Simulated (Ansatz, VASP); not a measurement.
# Two plane-wave programs on InSb

File INCAR:

```
PREC = Accurate ; ENCUT = 400
EDIFF = 1E-8 ; ISMEAR = -1
SIGMA = 0.03 ; LREAL = F
LASPH = T ; NELM = 120
ALGO = Normal ; ISIF = 2
LWAVE = F ; LCHARG = F
GGA = PE ; LEFG = T
NBANDS = 16 ; GGA_COMPAT = F
```

KPOINTS

```
regular mesh
0
Gamma
  10 10 10
```

POSCAR

```
InSb
1.0
    0.0000000000      3.2067090000      3.2391000000
    3.2067090000      0.0000000000      3.2391000000
    3.2067090000      3.2067090000      0.0000000000
In Sb
1 1
Direct
    0.0000000000      0.0000000000      0.0000000000
    0.7500000000      0.7500000000      0.7500000000
```

Input for Ansatz:

```yaml
crystal:
  lattice:
    - [0.0, 3.206709, 3.2391]
    - [3.206709, 0.0, 3.2391]
    - [3.206709, 3.206709, 0.0]
  atoms:
    - { symbol: In, position: [0.0, 0.0, 0.0] }
    - { symbol: Sb, position: [0.75, 0.75, 0.75] }
kpoints:
  mp_grid: { grid: [10, 10, 10] }
scf:
  occupations: { method: fermi_dirac, width: 0.03 }
hamiltonian:
  xc: pbe
  pseudopotentials: { kind: paw }
output:
  forces: true
  stress: true
  eigenvalues: true
  efg: { contact_densities: true }
```

Change from the starting cell: equal xx and yy strain of -1 %, PAW files.

Alike in both runs: task electric field gradients; functional PBE; k mesh 10 × 10 × 10; occupations fermi-dirac, width 0.03 eV; no spin polarisation.

|  | VASP | Ansatz |
| --- | --- | --- |
| version | VASP 6.6.1 | Ansatz 0.2.0 |
| potentials or method | VASP PAW PBE potentials, release 64 (In_d, Sb) | PAW with Ansatz's default frozen-core files, scalar-relativistic |
| plane-wave cutoff (eV) | 400 | 420 |
| valence electrons in the cell | 18 | 28 |

```tsv
	VASP	Ansatz	Ansatz less VASP
pressure (GPa)	4.2	4.2	+0.04
traceless stress, the component that is largest in VASP (GPa)	-0.17	-0.17	+0.001
size of Vzz on the site where it differs most (V/Å²)	2.4	2.7	+0.26
```

The functional is the same, so the differences come from potentials, cutoffs and numerics. VASP's potentials hold 18 valence electrons a cell and Ansatz's 28, so a difference there can come from the potentials and not from the codes.

Spin-orbit coupling is off throughout.
